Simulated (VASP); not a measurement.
Input of a VASP 6.6.1 run:

Contents of INCAR:

```
SYSTEM = SiC
ALGO     = Normal         ! electronic algorithm
EDIFF    = 1E-8           ! SCF threshold, eV
ENCUT    = 520            ! plane-wave cutoff, eV
GGA      = PE             ! functional
ISIF     = 2              ! what is computed and relaxed
ISMEAR   = -1             ! smearing method
LASPH    = .TRUE.         ! aspherical terms in the spheres
LCHARG   = .FALSE.        ! write CHGCAR
LEFG     = .TRUE.       
LREAL    = .FALSE.        ! projectors in reciprocal space
LWAVE    = .FALSE.        ! write WAVECAR
NBANDS   = 11             ! bands
NELM     = 80             ! most SCF steps
PREC     = Accurate       ! precision mode
SIGMA    = 0.05           ! smearing width, eV
```

KPOINTS

```
k-points
0
G
  16 16 16
  0 0 0
```

Contents of POSCAR:

```
SiC
1.0
    0.0000000000      2.1740000000      2.1740000000
    2.1740000000      0.0000000000      2.1740000000
    2.1740000000      2.1740000000      0.0000000000
Si C
1 1
Direct
    0.0000000000      0.0000000000      0.0260206992
    0.7500000000      0.7500000000      0.7500000000
```

Potentials or basis: VASP PAW PBE potentials, release 64 (Si, C).

Launch:

```bash
$ cat potpaw_PBE.64/Si/POTCAR potpaw_PBE.64/C/POTCAR > POTCAR
$ mpirun -np 1 vasp_std > vasp.out
```

What does it give for the largest force?

1.584 eV/Å.

What does it give for the pressure?

5.5 GPa.

What does it give for the band gap on the k mesh?

0.97 eV (least direct gap 4.39 eV).

Forces in eV/Å, atoms in the order of the input:
```
Si  -1.109 -1.109  0.226
C    1.109  1.109 -0.226
```

Caveat: the cell differs from its parent crystal (atom 1 (Si) moved by [0.056569, 0.056569, 0.0] A); the cell stands under pressure; without QUAD_EFG the Cq values of the log hold for a quadrupole moment of 1 mb, not for the nuclei; forces of over 1 eV/Å act on the atoms, so gaps and moduli don't describe the material at rest. A k mesh can miss the band edges.
